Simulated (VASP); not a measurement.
The system is Ge4Pd.

```
CELL_PARAMETERS angstrom
3.53448 -3.71144 0.00000
3.53448 3.71144 0.00000
0.00000 0.00000 3.17385
ATOMIC_POSITIONS crystal
Ge 0.81060 0.18940 0.50000
Ge 0.18940 0.81060 0.50000
Ge 0.28520 0.28520 0.00000
Ge 0.71480 0.71480 0.00000
Pd 0.00000 0.00000 0.00000
```

The cell was built from a structure type or drawn by symmetry, and may not be a known phase.

| Quantity | Value |
| --- | --- |
| Program | VASP 6.6.1 |
| Task | relaxation of cell and atoms |
| Functional | PBE |
| Potentials or basis | VASP PAW PBE potentials, release 64 (Ge_d, Pd) |
| Cutoff | 600 eV |
| k mesh | 4 × 4 × 6 |
| Occupations | gaussian, width 0.1 eV |
| Spin | no spin polarisation |

At the start: pressure 69.9 GPa; volume 16.65 Å³/atom.

Problem. How do energy, volume and symmetry change on relaxing?

Solution. Over 26 steps the energy falls by 1920.7 meV/atom and the volume is 19.21 Å³/atom (+15.3 %); space group Cmmm (No. 65, to 0.1 Å) before and after.

The path:
```
step  energy change (eV)  largest force (eV/Å)  pressure (GPa)  volume (Å³)
   1              0.0000               11.5636           69.92        83.27
   2             -2.9051                0.5726           -8.95       204.20
   3             -4.0884                0.3619          -10.12       182.44
   4             -5.2673                0.2082          -11.20       164.14
   5             -8.2638                0.8996           -7.43       119.25
   6             -7.9483                3.4286            7.60       100.21
   7             -8.4366                1.4791           -4.66       112.98
   8             -8.4463                1.7907           -2.95       110.36
   9             -8.4479                1.7154           -3.29       110.96
  10             -8.8075                1.4626           -2.56       105.73
  11             -9.0549                0.9182            3.77        94.30
  12             -9.0961                0.7787            1.12        97.85
  13             -9.3480                0.5831           -0.20        97.29
  14             -9.2444                1.3351            3.89        94.75
  15             -9.5238                0.7032           -0.09        96.51
  16             -9.5346                0.7764            0.37        96.17
  17             -9.5352                0.7604            0.29        96.24
  18             -9.5840                0.2078           -0.54        96.85
  19             -9.5860                0.1966           -0.67        97.03
  20             -9.5979                0.1205            0.36        95.49
  21             -9.5982                0.1291            0.28        95.65
  22             -9.6013                0.0343           -0.07        96.08
  23             -9.6014                0.0459           -0.12        96.18
  24             -9.6027                0.0685           -0.02        96.04
  25             -9.6027                0.0734            0.04        96.01
  26             -9.6036                0.0333            0.03        96.03
```

Final structure:
```
Ge Pd
1.0
     4.02380   -3.81653    0.00000
     4.02380    3.81653    0.00000
     0.00000    0.00000    3.12652
Ge Pd
4 1
Direct
  0.72321 0.27679 0.50000
  0.27679 0.72321 0.50000
  0.31643 0.31643 0.00000
  0.68357 0.68357 0.00000
  0.00000 0.00000 0.00000
```

Caveat: the volume moved by over 15 % at a fixed basis, so the end points are rough.
